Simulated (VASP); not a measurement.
# BP (F-43m) in VASP: notebook

BP is run at these levels: r2SCAN, PBE; tasks: single point, relaxation of cell and atoms.

Program: VASP 6.6.1. These are calculated values, not measurements. Logs are shortened: lines on timing, memory, paths and dates and some standing lists are left out, and cuts for length are marked.

## (1) The cell of the first run

It takes space group F-43m (No. 216, cubic). Conventional cell: a = 4.537 Å, b = 4.537 Å, c = 4.537 Å, α = 90.00°, β = 90.00°, γ = 90.00°. Within 2.6 Å of B (site symmetry -43m) lie 4 P at 1.96 Å. Within 2.6 Å of P (site symmetry -43m) lie 4 B at 1.96 Å.

## (2) Single point, r2SCAN

The input, POSCAR:

```
BP
1.0
    0.0000000000      2.2683154741      2.2683154741
    2.2683154741      0.0000000000      2.2683154741
    2.2683154741      2.2683154741      0.0000000000
B P
1 1
Direct
    0.0000000000      0.0000000000      0.0000000000
    0.2500000000      0.2500000000      0.2500000000
```

The input, INCAR.step1:

```
SYSTEM = BP
PREC = Accurate ; ENCUT = 520
ISMEAR = -1 ; SIGMA = 0.02
LREAL = .False. ; LASPH = .True.
NELM = 60 ; NBANDS = 11
GGA = PE ; ALGO = Normal
EDIFF = 1E-4 ; LWAVE = .True.
LCHARG = .False.
```

The input, INCAR.step2:

```
SYSTEM = BP
PREC = Accurate ; ENCUT = 520
EDIFF = 1E-6 ; ISMEAR = -1
SIGMA = 0.02 ; LREAL = .False.
LASPH = .True. ; NELM = 60
ALGO = Normal ; ISIF = 2
LWAVE = .False. ; LCHARG = .False.
METAGGA = R2SCAN ; LMIXTAU = .True.
NBANDS = 11 ; ISTART = 1
```

The input, KPOINTS:

```
regular mesh
0
Gamma
  8 8 8
  0 0 0
```

Potentials or basis: VASP PAW PBE potentials, release 64 (B, P).

On the command line:

```
cat potpaw_PBE.64/B/POTCAR potpaw_PBE.64/P/POTCAR > POTCAR
cp INCAR.step1 INCAR
mpirun -np 1 vasp_std > vasp.out
cp INCAR.step2 INCAR
mpirun -np 1 vasp_std > vasp.out
```

OUTCAR:

```text
SYSTEM = BP
   PREC = Accurate
   ENCUT = 520
   EDIFF = 1E-6
   ISMEAR = -1
   LREAL = .False.
   LASPH = .True.
   NELM = 60
   ISIF = 2
   METAGGA = R2SCAN
   ISTART = 1

 ion  position               nearest neighbor table
   1  0.000  0.000  0.000-   2 1.96   2 1.96   2 1.96   2 1.96
   2  0.250  0.250  0.250-   1 1.96   1 1.96   1 1.96   1 1.96

  LATTYP: Found a face centered cubic cell.
 ALAT       =     4.5366309482

  Lattice vectors:

 A1 = (   0.0000000000,   2.2683154741,   2.2683154741)
 A2 = (   2.2683154741,   0.0000000000,   2.2683154741)
 A3 = (   2.2683154741,   2.2683154741,   0.0000000000)

Analysis of symmetry for initial positions (statically):
=====================================================================
 Subroutine PRICEL returns:
 Original cell was already a primitive cell.

 Routine SETGRP: Setting up the symmetry group for a
 face centered cubic supercell.

 Subroutine GETGRP returns: Found 24 space group operations
 (whereof 24 operations were pure point group operations)
 out of a pool of 48 trial point group operations.

The static configuration has the point symmetry T_d .

Analysis of symmetry for dynamics (positions and initial velocities):
=====================================================================
 Subroutine PRICEL returns:
 Original cell was already a primitive cell.

 Routine SETGRP: Setting up the symmetry group for a
 face centered cubic supercell.

 Subroutine GETGRP returns: Found 24 space group operations
 (whereof 24 operations were pure point group operations)
 out of a pool of 48 trial point group operations.

The dynamic configuration has the point symmetry T_d .

 Subroutine INISYM returns: Found 24 space group operations
 (whereof 24 operations are pure point group operations),
 and found     1 'primitive' translations

----------------------------------------------------------------------------------------

                                     Primitive cell

  volume of cell :      23.3421

  direct lattice vectors                    reciprocal lattice vectors
     0.000000000  2.268315474  2.268315474    -0.220427893  0.220427893  0.220427893
     2.268315474  0.000000000  2.268315474     0.220427893 -0.220427893  0.220427893
     2.268315474  2.268315474  0.000000000     0.220427893  0.220427893 -0.220427893

  length of vectors
     3.207882507  3.207882507  3.207882507     0.381792310  0.381792310  0.381792310

  position of ions in fractional coordinates (direct lattice)
     0.000000000  0.000000000  0.000000000
     0.250000000  0.250000000  0.250000000

  ion indices of the primitive-cell ions
   primitive index   ion index
                 1           1
                 2           2

----------------------------------------------------------------------------------------

 KPOINTS: regular mesh

Automatic generation of k-mesh.
 Grid dimensions read from file:
 generate k-points for:    8    8    8

 Generating k-lattice:

  Cartesian coordinates                     Fractional coordinates (reciprocal lattice)
    -0.027553487  0.027553487  0.027553487     0.125000000  0.000000000  0.000000000
     0.027553487 -0.027553487  0.027553487     0.000000000  0.125000000  0.000000000
     0.027553487  0.027553487 -0.027553487     0.000000000  0.000000000  0.125000000

  Length of vectors
     0.047724039  0.047724039  0.047724039

  Shift w.r.t. Gamma in fractional coordinates (k-lattice)
     0.000000000  0.000000000  0.000000000

 Subroutine IBZKPT returns following result:
 ===========================================

 Found     29 irreducible k-points:

 Following reciprocal coordinates:
            Coordinates               Weight
  0.000000  0.000000  0.000000      1.000000
  0.125000  0.000000  0.000000      8.000000
  0.250000  0.000000  0.000000      8.000000
  0.375000  0.000000  0.000000      8.000000
  0.500000  0.000000  0.000000      4.000000
  0.125000  0.125000  0.000000      6.000000
[... 16 lines left out ...]
  0.500000  0.250000  0.125000     48.000000
 -0.375000  0.250000  0.125000     24.000000
 [... further k-points ...]
   k-points           NKPTS =     29   k-points in BZ     NKDIM =     29   number of bands    NBANDS=     11
   number of dos      NEDOS =    301   number of ions     NIONS =      2
   total plane-waves  NPLWV =  13824
   dimension x,y,z NGX =    24 NGY =   24 NGZ =   24
   dimension x,y,z NGXF=    48 NGYF=   48 NGZF=   48
   ions per type =               1   1
   NGX,Y,Z   is equivalent  to a cutoff of  12.44, 12.44, 12.44 a.u.
   NGXF,Y,Z  is equivalent  to a cutoff of  24.88, 24.88, 24.88 a.u.
 SYSTEM =  BP
   PREC   = accura    normal or accurate (medium, high low for compatibility)
   ISTART =      1    job   : 0-new  1-cont  2-samecut
   ICHARG =      0    charge: 1-file 2-atom 10-const
   ISPIN  =      1    spin polarized calculation?
   LNONCOLLINEAR =      F non collinear calculations
   LSORBIT =      F    spin-orbit coupling
   LASPH  =      T    aspherical Exc in radial PAW
   ENCUT  =  520.0 eV  38.22 Ry    6.18 a.u.   5.96  5.96  5.96*2*pi/ulx,y,z
   NELM   =     60;   NELMIN=  2; NELMDL=  0     # of ELM steps
   EDIFF  = 0.1E-05   stopping-criterion for ELM
   LREAL  =      F    real-space projection
   EDIFFG = 0.1E-04   stopping-criterion for IOM
   NSW    =      0    number of steps for IOM
   IBRION =     -1    ionic relax: 0-MD 1-quasi-New 2-CG
   NFREE  =      0    steps in history (QN), initial steepest desc. (CG)
   ISIF   =      2    stress and relaxation
   ISYM   =      2    0-nonsym 1-usesym 2-fastsym
   POTIM  = 0.5000    time-step for ionic-motion
   TEBEG  =    0.0;   TEEND  =   0.0 temperature during run
   PSTRESS=    0.0 pullay stress
   NELECT =       8.0000    total number of electrons
   NUPDOWN=      -1.0000    fix difference up-down
   EMIN   =  10.00;   EMAX   =-10.00  energy-range for DOS
   EFERMI =   0.00;   METHOD = LEGACY
   ISMEAR =    -1;   SIGMA  =   0.02  broadening in eV -4-tet -1-fermi 0-gaus
   EFERMI_NEDOS =   21; number of points for ismear=-14 and -15
   IALGO  =     38    algorithm
   IMIX   =      4    mixing-type and parameters
     AMIX     =   0.40;   BMIX     =  1.00
     AMIX_MAG =   1.60;   BMIX_MAG =  1.00
  volume/ion in A,a.u.               =      11.67        78.76
  Fermi-wavevector in a.u.,A,eV,Ry     =   1.145666  2.164995 17.858336  1.312551
  Thomas-Fermi vector in A             =   2.282354
   LORBIT       =      0    0 simple, 1 ext, 2 COOP (PROOUT), +10 PAW based schemes
   METAGGA = R2SCAN    functional components
   LHFCALC =     F    Hartree Fock is set to
   AEXX    =    0.0000 exact exchange contribution
   IVDW    =     0    specifies the selected vdW correction
   LEPSILON=     F    determine dielectric tensor
   LRPA    =     F    only Hartree local field effects (RPA)
 non-spin polarized calculation
  energy-cutoff  :      520.00
  volume of cell :       23.34
 maximum number of plane-waves:       638
   NGX = 11   NGY = 11   NGZ = 11

 number of electron       8.0000000 magnetization

 Free energy of the ion-electron system (eV)
  ---------------------------------------------------
  ext. energy  EPLUGINS =         0.00000000
  ---------------------------------------------------
  free energy    TOTEN  =       -17.30950927 eV

  energy without entropy =      -17.30950927  energy(sigma->0) =      -17.30950927

 E-fermi :   7.8042     XC(G=0): -11.5046

 val. band max:        7.4005324221   @ k =   0.0000   0.0000   0.0000
 cond. band min:       8.8762058841   @ k =   0.3750   0.3750   0.0000
 fundamental gap:      1.4756734619
 Fermi energy:         7.8042364142

 k-point     1 :       0.0000    0.0000    0.0000
  band No.  band energies     occupation
      1      -8.8674      2.00000
      2       7.4005      2.00000
      3       7.4005      2.00000
      4       7.4005      2.00000
      5      11.0420      0.00000
      6      11.0420      0.00000
      7      11.0420      0.00000
      8      15.4256      0.00000
      9      19.8114      0.00000
     10      20.0494      0.00000
     11      20.0494      0.00000

 k-point     2 :       0.1250    0.0000    0.0000
  band No.  band energies     occupation
      1      -8.5718      2.00000
      2       5.4476      2.00000
      3       6.9472      2.00000
      4       6.9472      2.00000
      5      11.6487      0.00000
      6      11.6724      0.00000
      7      11.6724      0.00000
      8      16.2457      0.00000
      9      19.1504      0.00000
     10      19.1504      0.00000
     11      20.6778      0.00000

 k-point     3 :       0.2500    0.0000    0.0000
  band No.  band energies     occupation
      1      -7.7047      2.00000
      2       2.2989      2.00000
      3       6.2159      2.00000
      4       6.2159      2.00000
      5      11.7611      0.00000
      6      12.4922      0.00000
      7      12.4922      0.00000
      8      17.7960      0.00000
      9      18.9170      0.00000
     10      18.9170      0.00000
     11      21.3387      0.00000

 k-point     4 :       0.3750    0.0000    0.0000
  band No.  band energies     occupation
      1      -6.3778      2.00000
      2      -0.5682      2.00000
      3       5.7084      2.00000
      4       5.7084      2.00000
      5      11.6138      0.00000
      6      12.5461      0.00000
      7      12.5461      0.00000
      8      18.3753      0.00000
      9      20.7117      0.00000
     10      20.7117      0.00000
     11      22.1764      0.00000
[... 239 lines left out ...]
 k-point    22 :       0.3750    0.2500    0.1250
  band No.  band energies     occupation
      1      -6.9427      2.00000
      2       2.1871      2.00000
      3       3.4130      2.00000
      4       5.3108      2.00000
      5      11.1633      0.00000
      6      13.8228      0.00000
      7      14.0720      0.00000
      8      15.4499      0.00000
      9      19.7041      0.00000
     10      22.1791      0.00000
     11      24.0484      0.00000

 k-point    23 :       0.5000    0.2500    0.1250
  band No.  band energies     occupation
      1      -5.6457      2.00000
      2      -0.0913      2.00000
      3       2.7213      2.00000
      4       4.5041      2.00000
      5      11.8600      0.00000
      6      13.2580      0.00000
      7      15.2580      0.00000
      8      16.3061      0.00000
      9      20.6867      0.00000
     10      21.5981      0.00000
     11      25.5036      0.00000

 k-point    24 :      -0.3750    0.2500    0.1250
  band No.  band energies     occupation
      1      -4.6692      2.00000
      2      -1.5139      2.00000
      3       2.6341      2.00000
      4       4.1177      2.00000
      5      11.9602      0.00000
      6      12.9620      0.00000
      7      16.3038      0.00000
      8      17.9160      0.00000
      9      18.4921      0.00000
     10      22.7123      0.00000
     11      25.2117      0.00000

 [... further k-points ...]
[... 5 lines left out ...]
  --------------------------------------------------------------------------------------
  -------------------------------------------------------------------------------------
  Total       -0.0735465     -0.0735465     -0.0735465      0.0000000     -0.0000000     -0.0000000
  in kB       -5.0481507     -5.0481507     -5.0481507      0.0000000     -0.0000000     -0.0000000
  external PRESSURE =      -5.0481507 kB  Pullay stress =       0.0000000 kB

 VOLUME and BASIS-vectors are now :
 -----------------------------------------------------------------------------
  energy-cutoff  :      520.00
  volume of cell :       23.34
      direct lattice vectors                 reciprocal lattice vectors
     0.000000000  2.268315474  2.268315474    -0.220427893  0.220427893  0.220427893
     2.268315474  0.000000000  2.268315474     0.220427893 -0.220427893  0.220427893
     2.268315474  2.268315474  0.000000000     0.220427893  0.220427893 -0.220427893

 POSITION                                       TOTAL-FORCE (eV/Angst)
 -----------------------------------------------------------------------------------
      0.00000      0.00000      0.00000        -0.000000     -0.000000     -0.000000
      1.13416      1.13416      1.13416         0.000000      0.000000      0.000000
 -----------------------------------------------------------------------------------
    total drift:                                0.000000      0.000000      0.000000

  FREE ENERGIE OF THE ION-ELECTRON SYSTEM (eV)
  ---------------------------------------------------
  free  energy   TOTEN  =       -17.3095092670 eV

  energy  without entropy=      -17.3095092670  energy(sigma->0) =      -17.30950927
```

Wall time 9.1 s (1 thread of Intel Xeon 6975P-C (Granite Rapids), shared host); peak memory 0.13 GiB.

What came out:

```yaml
Free_energy: -17.3095 eV
Pressure: -0.5 GPa
Band_gap_on_the_k_mesh: 1.48 eV, indirect (least direct gap 3.64 eV)
```

Caveat: the PAW data sets were made with another functional, which shifts forces and pressure a little.

## (3) Single point, r2SCAN

POSCAR is that of step 2.

The input, INCAR.step1:

```
  PREC = Accurate
  ENCUT = 520
  ISMEAR = 0
  SIGMA = 0.01
  LREAL = False
  LASPH = True
  NELM = 60
  NBANDS = 11
  GGA = PE
  ALGO = Normal
  EDIFF = 1E-4
  LWAVE = True
  LCHARG = False
```

The input, INCAR.step2:

```
  PREC = Accurate
  ENCUT = 520
  EDIFF = 1E-6
  ISMEAR = 0
  SIGMA = 0.01
  LREAL = False
  LASPH = True
  NELM = 60
  ALGO = Normal
  ISIF = 2
  LWAVE = False
  LCHARG = False
  METAGGA = R2SCAN
  LMIXTAU = True
  NBANDS = 11
  ISTART = 1
```

The input, KPOINTS:

```
regular mesh
0
Gamma
  10 10 10
```

Potentials or basis: VASP PAW PBE potentials, release 64 (B, P).

On the command line:

```
cat potpaw_PBE.64/B/POTCAR potpaw_PBE.64/P/POTCAR > POTCAR
cp INCAR.step1 INCAR
mpirun -np 1 vasp_std > vasp.out
cp INCAR.step2 INCAR
mpirun -np 1 vasp_std > vasp.out
```

Run time: 13 s. Hardware: 1 thread of Intel Xeon 6975P-C (Granite Rapids), shared host; peak memory 0.13 GiB.

The run converged. Its results:

```yaml
Free_energy: -17.3113 eV
Pressure: -0.5 GPa
Band_gap_on_the_k_mesh: 1.45 eV, indirect (least direct gap 3.64 eV)
```

Levels at points of the mesh, in eV from the valence-band top:
```
           k point  band 2  band 3  band 4  band 5  band 6  band 7
(0.00, 0.00, 0.00)    0.00    0.00    0.00    3.64    3.64    3.64
(0.50, 0.00, 0.00)   -9.51   -1.87   -1.87    4.14    5.03    5.03
(0.50, 0.50, 0.00)   -9.13   -4.35   -4.35    1.54    1.91   13.07
```

Caveat: the PAW data sets were made with another functional, which shifts forces and pressure a little. A k mesh can miss the band edges.

## (4) Relaxation of cell and atoms, PBE

The input, INCAR:

```
SYSTEM = BP
ALGO = Normal
EDIFF = 1E-6
EDIFFG = -0.005
ENCUT = 600
GGA = PE
IBRION = 2
ISIF = 3
ISMEAR = -1
LASPH = .True.
LCHARG = .False.
LREAL = .False.
LWAVE = .False.
NELM = 100
NSW = 80
PREC = Accurate
SIGMA = 0.02
```

The input, KPOINTS:

```
k-points
0
Gamma
  8 8 8
  0 0 0
```

The input, POSCAR:

```
BP
1.0
    0.0000000000      2.2690000000      2.2690000000
    2.2690000000      0.0000000000      2.2690000000
    2.2690000000      2.2690000000      0.0000000000
B P
1 1
Direct
    0.0000000000      0.0000000000      0.0000000000
    0.2500000000      0.2500000000      0.2500000000
```

Potentials or basis: VASP PAW PBE potentials, release 64 (B, P).

On the command line:

```
cat potpaw_PBE.64/B/POTCAR potpaw_PBE.64/P/POTCAR > POTCAR
mpirun -np 1 vasp_std > vasp.out
```

OUTCAR:

```text
SYSTEM = BP
   EDIFF = 1E-6
   EDIFFG = -0.005
   ENCUT = 600
   GGA = PE
   IBRION = 2
   ISIF = 3
   ISMEAR = -1
   LASPH = .True.
   LREAL = .False.
   NELM = 100
   NSW = 80
   PREC = Accurate

 ion  position               nearest neighbor table
   1  0.000  0.000  0.000-   2 1.97   2 1.97   2 1.97   2 1.97
   2  0.250  0.250  0.250-   1 1.97   1 1.97   1 1.97   1 1.97

  LATTYP: Found a face centered cubic cell.
 ALAT       =     4.5380000000

  Lattice vectors:

 A1 = (   0.0000000000,   2.2690000000,   2.2690000000)
 A2 = (   2.2690000000,   0.0000000000,   2.2690000000)
 A3 = (   2.2690000000,   2.2690000000,   0.0000000000)

Analysis of symmetry for initial positions (statically):
=====================================================================
 Subroutine PRICEL returns:
 Original cell was already a primitive cell.

[... 249 lines left out ...]

  energy without entropy =      -12.93058692  energy(sigma->0) =      -12.93058692

 E-fermi :   7.8156     XC(G=0): -10.8828

 val. band max:        7.3675975463   @ k =   0.0000   0.0000   0.0000
 cond. band min:       8.6436131657   @ k =   0.3750   0.3750   0.0000
 fundamental gap:      1.2760156194
 Fermi energy:         7.8156043632

 k-point     1 :       0.0000    0.0000    0.0000
  band No.  band energies     occupation
      1      -8.0431      2.00000
      2       7.3676      2.00000
      3       7.3676      2.00000
      4       7.3676      2.00000
      5      10.7598      0.00000
      6      10.7598      0.00000
      7      10.7598      0.00000
      8      14.6577      0.00000
[... 243 lines left out ...]
 k-point    24 :      -0.3750    0.2500    0.1250
  band No.  band energies     occupation
      1      -4.0858      2.00000
      2      -1.0458      2.00000
      3       2.8581      2.00000
      4       4.2680      2.00000
      5      11.5588      0.00000
      6      12.5470      0.00000
      7      15.6408      0.00000
      8      17.1222      0.00000

 [... further k-points ...]
[... 5 lines left out ...]
  --------------------------------------------------------------------------------------
  -------------------------------------------------------------------------------------
  Total        0.0010833      0.0010833      0.0010833      0.0000000      0.0000000      0.0000000
  in kB        0.0738748      0.0738748      0.0738748      0.0000000      0.0000000      0.0000000
  external PRESSURE =       0.0738748 kB  Pullay stress =       0.0000000 kB
[... 17 lines left out ...]
  FREE ENERGIE OF THE ION-ELECTRON SYSTEM (eV)
  ---------------------------------------------------
  free  energy   TOTEN  =       -12.9305869186 eV

  energy  without entropy=      -12.9305869186  energy(sigma->0) =      -12.93058692

 reached required accuracy - stopping structural energy minimisation
```

It took 6.9 s on 1 thread of Intel Xeon 6975P-C (Granite Rapids), shared host; peak memory 0.15 GiB.

What came out:

```yaml
Free_energy: -12.9306 eV
Relaxed_volume: 11.75 Å³/atom
Relaxed_cell: a = 3.215 Å, b = 3.215 Å, c = 3.215 Å, α = 60.00°, β = 60.00°, γ = 60.00°
Space_group_after_relaxing_to_0.05_Å: F-43m (No. 216)
Energy_gained_by_relaxing: 0.2 meV/atom
Ionic_steps: 3
Pressure_after_relaxing: 0.0 GPa
Band_gap_on_the_k_mesh: 1.28 eV, indirect (least direct gap 3.39 eV)
```

Step by step:
| step | energy change (eV) | largest force (eV/Å) | pressure (GPa) | volume (Å³) |
| --- | --- | --- | --- | --- |
| 1 | 0.0000 | 0.0000 | 0.91 | 23.36 |
| 2 | -0.0002 | 0.0000 | -0.64 | 23.59 |
| 3 | -0.0004 | 0.0000 | 0.01 | 23.49 |

Final structure:
```
CELL_PARAMETERS angstrom
0.00000 2.27321 2.27321
2.27321 0.00000 2.27321
2.27321 2.27321 0.00000
ATOMIC_POSITIONS crystal
B 0.00000 0.00000 0.00000
P 0.25000 0.25000 0.25000
```

A k mesh can miss the band edges. Zero-point motion and thermal expansion aren't in these numbers.

## (5) Overview

```tsv
task	level	cell	k mesh	cutoff (eV)	smearing	gap on the mesh (eV)	pressure (GPa)
single point	r2SCAN	a = 3.208 Å, angles 60.0°, 2 atoms	8 × 8 × 8	520	fermi-dirac 0.02 eV	1.48	-0.5
single point	r2SCAN	a = 3.208 Å, angles 60.0°, 2 atoms	10 × 10 × 10	520	gaussian 0.01 eV	1.45	-0.5
relaxation of cell and atoms	PBE	relaxed from a = 3.209 Å, angles 60.0°, 2 atoms	8 × 8 × 8	600	fermi-dirac 0.02 eV	1.28	0.0
```

Alike in all rows: potentials or basis VASP PAW PBE potentials, release 64 (B, P); no spin polarisation.

Caveats: the PAW data sets were made with another functional, which shifts forces and pressure a little (some runs).

Total energies depend on the potentials used, so only differences within one code and one set of settings carry meaning.
